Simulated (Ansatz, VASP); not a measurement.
Two plane-wave programs on Sn

Contents of INCAR:

```
SYSTEM = Sn
ALGO = Fast ; EDIFF = 1E-7
ENCUT = 520 ; GGA = PS
ISIF = 2 ; ISMEAR = 0
LASPH = .TRUE. ; LCHARG = .FALSE.
LREAL = .FALSE. ; LWAVE = .FALSE.
NBANDS = 13 ; NELM = 100
PREC = Accurate ; SIGMA = 0.15
```

KPOINTS

```
k-points
0
G
  20 20 20
  0 0 0
```

The input POSCAR:

```
Sn
1.0
   -1.6402120500      1.6867696500      2.3383420000
    1.6402120500     -1.6867696500      2.3383420000
    1.6402120500      1.6867696500     -2.3383420000
Sn
1
Direct
    0.0000000000      0.0000000000      0.0000000000
```

Input for Ansatz:

```yaml
crystal:
  lattice:
    - [-1.64021205, 1.68676965, 2.338342]
    - [1.64021205, -1.68676965, 2.338342]
    - [1.64021205, 1.68676965, -2.338342]
  atoms:
    - { symbol: Sn, position: [0.0, 0.0, 0.0] }
basis:
  ecutwfc: 420
kpoints:
  mp_grid: { grid: [20, 20, 20] }
hamiltonian:
  xc: pbesol
scf:
  occupations: { method: gaussian, width: 0.15 }
output:
  forces: true
  stress: true
  eigenvalues: true
```

Change from the starting cell: strain -0.0500 x Voigt [1, 1, 0, 0, 0, 0], atoms carried along.

Alike in both runs: task single point; functional PBEsol; k mesh 20 × 20 × 20; occupations gaussian, width 0.15 eV; no spin polarisation.

|  | VASP | Ansatz |
| --- | --- | --- |
| version | VASP 6.6.1 | Ansatz 0.2.0 |
| potentials or method | VASP PAW PBE potentials, release 64 (Sn_d), cutoff 520 eV | scalar-relativistic, plane waves, PAW |
| valence electrons in the cell | 14 | 14 |

VASP gave:

```
gap on the k mesh at the Fermi level (eV)                     : none
pressure (GPa)                                                : 1.4
traceless stress, the component that is largest in VASP (GPa) : -0.46
```

**Question.** What did Ansatz give for the same quantities?

**Answer.** gap on the k mesh at the Fermi level (eV): none; pressure (GPa): 1.4; traceless stress, the component that is largest in VASP (GPa): -0.45.

VASP's potentials were made for PBE, not for PBEsol. A gap of «none» marks a metal or a gap that the smearing closes.
